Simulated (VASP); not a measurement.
# ZnO (P6_3/mmc) in VASP: further runs

The runs below take ZnO through single point, with PBEsol.

Everything below comes from runs of VASP 6.6.1. Logs are shortened: lines on timing, memory, paths and dates and some standing lists are left out, and cuts for length are marked.

**1. The cell of the first run**

It takes space group P6_3/mmc (No. 194, hexagonal). Conventional cell: a = 3.387 Å, b = 3.387 Å, c = 7.130 Å, α = 90.00°, β = 90.00°, γ = 120.00°. Zn (site symmetry -6m2) has 3 O at 1.96 Å within 2.6 Å. O (site symmetry -6m2) has 3 Zn at 1.96 Å within 2.6 Å.

**2. Single point, PBEsol (strain +0.030 along x and y, +0.000 along z)**

INCAR reads:

```
  PREC = Accurate
  ENCUT = 520
  EDIFF = 1E-6
  ISMEAR = 0
  SIGMA = 0.05
  LREAL = False
  LASPH = True
  NELM = 100
  ALGO = Normal
  ISIF = 2
  LWAVE = False
  LCHARG = False
  GGA = PS
  NBANDS = 26
```

KPOINTS reads:

```
regular mesh
0
Gamma
  9 9 4
```

POSCAR reads:

```
ZnO
1.0
    3.3866061734      0.0000000000      0.0000000000
   -1.6933030867      2.9328869788      0.0000000000
    0.0000000000      0.0000000000      7.1304413500
Zn O
2 2
Direct
    0.0000000000      0.0000000000      0.7500000000
    0.0000000000      0.0000000000      0.2500000000
    0.3333333333      0.6666666667      0.2500000000
    0.6666666667      0.3333333333      0.7500000000
```

Potentials or basis: VASP PAW PBE potentials, release 64 (Zn, O).

Started as:

```bash
> cat potpaw_PBE.64/Zn/POTCAR potpaw_PBE.64/O/POTCAR > POTCAR
> mpirun -np 1 vasp_std > vasp.out
```

OUTCAR:

```text
PREC = Accurate
   ENCUT = 520
   EDIFF = 1E-6
   ISMEAR = 0
   LREAL = False
   LASPH = True
   NELM = 100
   ISIF = 2
   GGA = PS

 ion  position               nearest neighbor table
   1  0.000  0.000  0.750-   4 1.96   4 1.96   4 1.96
   2  0.000  0.000  0.250-   3 1.96   3 1.96   3 1.96
   3  0.333  0.667  0.250-   2 1.96   2 1.96   2 1.96
   4  0.667  0.333  0.750-   1 1.96   1 1.96   1 1.96

  LATTYP: Found a hexagonal cell.
 ALAT       =     3.3866061734
 C/A-ratio  =     2.1054828890

  Lattice vectors:

 A1 = (   3.3866061734,   0.0000000000,   0.0000000000)
 A2 = (  -1.6933030867,   2.9328869788,   0.0000000000)
 A3 = (   0.0000000000,   0.0000000000,   7.1304413500)

Analysis of symmetry for initial positions (statically):
=====================================================================
 Subroutine PRICEL returns:
 Original cell was already a primitive cell.

 Routine SETGRP: Setting up the symmetry group for a
 hexagonal supercell.

 Subroutine GETGRP returns: Found 24 space group operations
 (whereof 12 operations were pure point group operations)
 out of a pool of 24 trial point group operations.

The static configuration has the point symmetry D_3d.
 The point group associated with its full space group is D_6h.

Analysis of symmetry for dynamics (positions and initial velocities):
=====================================================================
 Subroutine PRICEL returns:
 Original cell was already a primitive cell.

 Routine SETGRP: Setting up the symmetry group for a
 hexagonal supercell.

 Subroutine GETGRP returns: Found 24 space group operations
 (whereof 12 operations were pure point group operations)
 out of a pool of 24 trial point group operations.

The dynamic configuration has the point symmetry D_3d.
 The point group associated with its full space group is D_6h.

 Subroutine INISYM returns: Found 24 space group operations
 (whereof 12 operations are pure point group operations),
 and found     1 'primitive' translations

----------------------------------------------------------------------------------------

                                     Primitive cell

  volume of cell :      70.8233

  direct lattice vectors                    reciprocal lattice vectors
     3.386606173  0.000000000  0.000000000     0.295280865  0.170480487  0.000000000
    -1.693303087  2.932886979  0.000000000     0.000000000  0.340960974  0.000000000
     0.000000000  0.000000000  7.130441350     0.000000000  0.000000000  0.140243773

  length of vectors
     3.386606173  3.386606173  7.130441350     0.340960974  0.340960974  0.140243773

  position of ions in fractional coordinates (direct lattice)
     0.000000000  0.000000000  0.750000000
     0.000000000  0.000000000  0.250000000
     0.333333333  0.666666667  0.250000000
     0.666666667  0.333333333  0.750000000

  ion indices of the primitive-cell ions
   primitive index   ion index
                 1           1
                 2           2
                 3           3
                 4           4

----------------------------------------------------------------------------------------

 KPOINTS: regular mesh

Automatic generation of k-mesh.
 Grid dimensions read from file:
 generate k-points for:    9    9    4

 Generating k-lattice:

  Cartesian coordinates                     Fractional coordinates (reciprocal lattice)
     0.032808985  0.018942276  0.000000000     0.111111111 -0.000000000  0.000000000
     0.000000000  0.037884553  0.000000000     0.000000000  0.111111111  0.000000000
     0.000000000  0.000000000  0.035060943     0.000000000  0.000000000  0.250000000

  Length of vectors
     0.037884553  0.037884553  0.035060943

  Shift w.r.t. Gamma in fractional coordinates (k-lattice)
     0.000000000  0.000000000  0.000000000

 Subroutine IBZKPT returns following result:
 ===========================================

 Found     36 irreducible k-points:

 Following reciprocal coordinates:
            Coordinates               Weight
  0.000000  0.000000  0.000000      1.000000
  0.111111  0.000000  0.000000      6.000000
  0.222222  0.000000  0.000000      6.000000
  0.333333 -0.000000  0.000000      6.000000
  0.444444  0.000000  0.000000      6.000000
  0.111111  0.111111  0.000000      6.000000
[... 16 lines left out ...]
  0.333333  0.222222  0.250000     24.000000
  0.333333  0.333333  0.250000      4.000000
 [... further k-points ...]
   k-points           NKPTS =     36   k-points in BZ     NKDIM =     36   number of bands    NBANDS=     26
   number of dos      NEDOS =    301   number of ions     NIONS =      4
   total plane-waves  NPLWV =  42336
   dimension x,y,z NGX =    28 NGY =   28 NGZ =   54
   dimension x,y,z NGXF=    56 NGYF=   56 NGZF=  108
   ions per type =               2   2
   NGX,Y,Z   is equivalent  to a cutoff of  13.74, 13.74, 12.59 a.u.
   NGXF,Y,Z  is equivalent  to a cutoff of  27.49, 27.49, 25.18 a.u.
 SYSTEM =  unknown system
   PREC   = accura    normal or accurate (medium, high low for compatibility)
   ISTART =      0    job   : 0-new  1-cont  2-samecut
   ICHARG =      2    charge: 1-file 2-atom 10-const
   ISPIN  =      1    spin polarized calculation?
   LNONCOLLINEAR =      F non collinear calculations
   LSORBIT =      F    spin-orbit coupling
   LASPH  =      T    aspherical Exc in radial PAW
   ENCUT  =  520.0 eV  38.22 Ry    6.18 a.u.   6.30  6.30 13.26*2*pi/ulx,y,z
   NELM   =    100;   NELMIN=  2; NELMDL= -5     # of ELM steps
   EDIFF  = 0.1E-05   stopping-criterion for ELM
   LREAL  =      F    real-space projection
   EDIFFG = 0.1E-04   stopping-criterion for IOM
   NSW    =      0    number of steps for IOM
   IBRION =     -1    ionic relax: 0-MD 1-quasi-New 2-CG
   NFREE  =      0    steps in history (QN), initial steepest desc. (CG)
   ISIF   =      2    stress and relaxation
   ISYM   =      2    0-nonsym 1-usesym 2-fastsym
   POTIM  = 0.5000    time-step for ionic-motion
   TEBEG  =    0.0;   TEEND  =   0.0 temperature during run
   PSTRESS=    0.0 pullay stress
   NELECT =      36.0000    total number of electrons
   NUPDOWN=      -1.0000    fix difference up-down
   EMIN   =  10.00;   EMAX   =-10.00  energy-range for DOS
   EFERMI =   0.00;   METHOD = LEGACY
   ISMEAR =     0;   SIGMA  =   0.05  broadening in eV -4-tet -1-fermi 0-gaus
   EFERMI_NEDOS =   21; number of points for ismear=-14 and -15
   IALGO  =     38    algorithm
   IMIX   =      4    mixing-type and parameters
     AMIX     =   0.40;   BMIX     =  1.00
     AMIX_MAG =   1.60;   BMIX_MAG =  1.00
  volume/ion in A,a.u.               =      17.71       119.48
  Fermi-wavevector in a.u.,A,eV,Ry     =   1.306522  2.468969 23.225155  1.707001
  Thomas-Fermi vector in A             =   2.437319
   LORBIT       =      0    0 simple, 1 ext, 2 COOP (PROOUT), +10 PAW based schemes
   GGA     = PS    functional components
   LHFCALC =     F    Hartree Fock is set to
   AEXX    =    0.0000 exact exchange contribution
   IVDW    =     0    specifies the selected vdW correction
   LEPSILON=     F    determine dielectric tensor
   LRPA    =     F    only Hartree local field effects (RPA)
 non-spin polarized calculation
 Gauss-broadening in eV      SIGMA  =   0.05
  energy-cutoff  :      520.00
  volume of cell :       70.82
 maximum number of plane-waves:      1935
 NGX is ok and might be reduce to    28
   NGX = 13   NGY = 13   NGZ = 27

 number of electron      36.0000041 magnetization

 Free energy of the ion-electron system (eV)
  ---------------------------------------------------
  ext. energy  EPLUGINS =         0.00000000
  ---------------------------------------------------
  free energy    TOTEN  =       -18.00966220 eV

  energy without entropy =      -18.00966220  energy(sigma->0) =      -18.00966220

 E-fermi :  -1.2075     XC(G=0):  -8.9414

 val. band max:       -1.4270031704   @ k =   0.0000   0.0000   0.0000
 cond. band min:      -0.7324320678   @ k =   0.0000   0.0000   0.0000
 fundamental gap:      0.6945711026
 Fermi energy:        -1.2074523051

 k-point     1 :       0.0000    0.0000    0.0000
  band No.  band energies     occupation
      1     -18.2039      2.00000
      2     -18.1235      2.00000
      3      -7.1103      2.00000
      4      -7.1103      2.00000
      5      -7.0949      2.00000
      6      -7.0949      2.00000
[... 18 lines left out ...]
     25      10.7873      0.00000
     26      11.6147      0.00000

 k-point     2 :       0.1111    0.0000    0.0000
  band No.  band energies     occupation
      1     -18.1556      2.00000
      2     -18.0799      2.00000
      3      -7.1261      2.00000
      4      -7.1128      2.00000
      5      -7.0404      2.00000
      6      -7.0250      2.00000
[... 18 lines left out ...]
     25      10.7416      0.00000
     26      10.9933      0.00000

 k-point     3 :       0.2222    0.0000    0.0000
  band No.  band energies     occupation
      1     -18.0310      2.00000
      2     -17.9685      2.00000
      3      -7.1303      2.00000
      4      -7.1218      2.00000
      5      -6.8465      2.00000
      6      -6.8318      2.00000
[... 18 lines left out ...]
     25      10.6812      0.00000
     26      11.4751      0.00000

 k-point     4 :       0.3333   -0.0000    0.0000
  band No.  band energies     occupation
      1     -17.8835      2.00000
      2     -17.8405      2.00000
      3      -7.0494      2.00000
      4      -7.0443      2.00000
      5      -6.5857      2.00000
      6      -6.5738      2.00000
[... 18 lines left out ...]
     25      10.5010      0.00000
     26      11.6662      0.00000
[... 496 lines left out ...]
      1     -17.8135      2.00000
      2     -17.7901      2.00000
      3      -6.9691      2.00000
      4      -6.9669      2.00000
      5      -6.4176      2.00000
      6      -6.3976      2.00000
[... 18 lines left out ...]
     25       9.3000      0.00000
     26      10.5262      0.00000

 k-point    23 :       0.3333    0.2222    0.2500
  band No.  band energies     occupation
      1     -17.7373      2.00000
      2     -17.7265      2.00000
      3      -6.8224      2.00000
      4      -6.8160      2.00000
      5      -6.4355      2.00000
      6      -6.3728      2.00000
[... 18 lines left out ...]
     25       8.7829      0.00000
     26       9.4860      0.00000

 k-point    24 :       0.3333    0.3333    0.2500
  band No.  band energies     occupation
      1     -17.7081      2.00000
      2     -17.7081      2.00000
      3      -6.7562      2.00000
      4      -6.7433      2.00000
      5      -6.4056      2.00000
      6      -6.4056      2.00000
[... 18 lines left out ...]
     25       8.2595      0.00000
     26       8.7572      0.00000

 [... further k-points ...]
[... 5 lines left out ...]
  --------------------------------------------------------------------------------------
  -------------------------------------------------------------------------------------
  Total       -6.5081827     -6.5081827     -0.3988484      0.0000000      0.0000000      0.0000000
  in kB     -147.2291767   -147.2291767     -9.0228142      0.0000000      0.0000000      0.0000000
  external PRESSURE =    -101.1603892 kB  Pullay stress =       0.0000000 kB

 VOLUME and BASIS-vectors are now :
 -----------------------------------------------------------------------------
  energy-cutoff  :      520.00
  volume of cell :       70.82
      direct lattice vectors                 reciprocal lattice vectors
     3.386606173  0.000000000  0.000000000     0.295280865  0.170480487  0.000000000
    -1.693303087  2.932886979  0.000000000     0.000000000  0.340960974  0.000000000
     0.000000000  0.000000000  7.130441350     0.000000000  0.000000000  0.140243773

 POSITION                                       TOTAL-FORCE (eV/Angst)
 -----------------------------------------------------------------------------------
      0.00000      0.00000      5.34783         0.000000     -0.000000      0.000000
      0.00000      0.00000      1.78261         0.000000      0.000000      0.000000
     -0.00000      1.95526      1.78261        -0.000000     -0.000000     -0.000000
      1.69330      0.97763      5.34783         0.000000      0.000000     -0.000000
 -----------------------------------------------------------------------------------
    total drift:                                0.000000     -0.000000      0.000000

  FREE ENERGIE OF THE ION-ELECTRON SYSTEM (eV)
  ---------------------------------------------------
  free  energy   TOTEN  =       -18.0096622048 eV

  energy  without entropy=      -18.0096622048  energy(sigma->0) =      -18.00966220
```

It took 1.7 min on 1 thread of Intel Xeon 8259CL, shared host; peak memory 0.22 GiB.

What came out:

| Quantity | Value |
| --- | --- |
| Free energy | -18.0097 eV |
| Pressure | -10.1 GPa |
| Band gap on the k mesh | 0.69 eV |

Stress tensor (GPa, compression positive):
```
-14.72   0.00   0.00
  0.00 -14.72   0.00
  0.00   0.00  -0.90
```

Caveat: the cell differs from its parent crystal (strain +0.030 along x and y, +0.000 along z); the cell stands under tension; the PAW data sets were made with another functional, which shifts forces and pressure a little; an odd mesh through Γ misses points on the zone boundary, where band edges can lie.

**3. Single point, PBEsol (strain +0.015 along x and y, +0.030 along z)**

INCAR reads:

```
SYSTEM = ZnO
  PREC = Accurate
  ENCUT = 520
  EDIFF = 1E-7
  ISMEAR = 0
  SIGMA = 0.05
  LREAL = .FALSE.
  LASPH = .TRUE.
  NELM = 100
  ALGO = Normal
  ISIF = 2
  LWAVE = .FALSE.
  LCHARG = .FALSE.
  GGA = PS
  NBANDS = 26
```

KPOINTS reads:

```
regular mesh
0
G
  9 9 4
  0 0 0
```

POSCAR reads:

```
ZnO
1.0
    3.3372866661      0.0000000000      0.0000000000
   -1.6686433330      2.8901750325      0.0000000000
    0.0000000000      0.0000000000      7.3443545905
Zn O
2 2
Direct
    0.0000000000      0.0000000000      0.7500000000
    0.0000000000      0.0000000000      0.2500000000
    0.3333333333      0.6666666667      0.2500000000
    0.6666666667      0.3333333333      0.7500000000
```

Potentials or basis: VASP PAW PBE potentials, release 64 (Zn, O).

Started as:

```bash
> cat potpaw_PBE.64/Zn/POTCAR potpaw_PBE.64/O/POTCAR > POTCAR
> mpirun -np 1 vasp_std > vasp.out
```

Run time: 1.7 min. Hardware: 1 thread of Intel Xeon 8259CL, shared host; peak memory 0.22 GiB.

It converged, with:

```
Free energy            : -18.1606 eV
Pressure               : -7.1 GPa
Band gap on the k mesh : 0.77 eV
```

Stress tensor (GPa, compression positive):
```
-10.21   0.00   0.00
  0.00 -10.21   0.00
  0.00   0.00  -0.84
```

Levels at points of the mesh, in eV from the valence-band top:
| k point | band 15 | band 16 | band 17 | band 18 | band 19 | band 20 | band 21 | band 22 |
| --- | --- | --- | --- | --- | --- | --- | --- | --- |
| (0.00, 0.00, 0.00) | -0.01 | -0.01 | 0.00 | 0.00 | 0.77 | 3.06 | 5.09 | 10.47 |
| (0.00, 0.00, 0.50) | 0.00 | 0.00 | 0.00 | 0.00 | 1.80 | 1.80 | 6.98 | 6.98 |

Caveat: the cell differs from its parent crystal (strain +0.015 along x and y, +0.030 along z); the cell stands under tension; the PAW data sets were made with another functional, which shifts forces and pressure a little; an odd mesh through Γ misses points on the zone boundary, where band edges can lie.

**4. Single point, PBEsol (strain +0.030 along x and y, +0.015 along z)**

INCAR reads:

```
ALGO = Normal ; EDIFF = 1E-6
ENCUT = 520 ; GGA = PS
ISIF = 2 ; ISMEAR = 0
LASPH = T ; LCHARG = F
LREAL = F ; LWAVE = F
NBANDS = 26 ; NELM = 60
PREC = Accurate ; SIGMA = 0.05
```

KPOINTS reads:

```
k-points
0
Gamma
  9 9 4
```

POSCAR reads:

```
ZnO
1.0
    3.3866061734      0.0000000000      0.0000000000
   -1.6933030867      2.9328869788      0.0000000000
    0.0000000000      0.0000000000      7.2373979702
Zn O
2 2
Direct
    0.0000000000      0.0000000000      0.7500000000
    0.0000000000      0.0000000000      0.2500000000
    0.3333333333      0.6666666667      0.2500000000
    0.6666666667      0.3333333333      0.7500000000
```

Started as:

```bash
> cat potpaw_PBE.64/Zn/POTCAR potpaw_PBE.64/O/POTCAR > POTCAR
> mpirun -np 1 vasp_std > vasp.out
```

Wall time 93 s (1 thread of Intel Xeon 8259CL, shared host); peak memory 0.22 GiB.

It converged, with:

| Property | Result |
| --- | --- |
| Free energy | -18.0044 eV |
| Pressure | -10.0 GPa |
| Band gap on the k mesh | 0.72 eV |

Stress tensor (GPa, compression positive):
```
-14.53   0.00   0.00
  0.00 -14.53   0.00
  0.00   0.00  -0.88
```

Levels at points of the mesh, in eV from the valence-band top:
```
           k point  band 14  band 15  band 16  band 17  band 18  band 19  band 20  band 21  band 22  band 23
(0.00, 0.00, 0.00)    -1.25    -0.01    -0.01     0.00     0.00     0.72     3.04     5.17    10.68    10.86
(0.00, 0.00, 0.50)    -2.04     0.00     0.00     0.00     0.00     1.79     1.79     7.11     7.11    12.58
```

Caveat: the cell differs from its parent crystal (strain +0.030 along x and y, +0.015 along z); the cell stands under tension; the PAW data sets were made with another functional, which shifts forces and pressure a little; an odd mesh through Γ misses points on the zone boundary, where band edges can lie.

(Continued in part 2 of 2.)
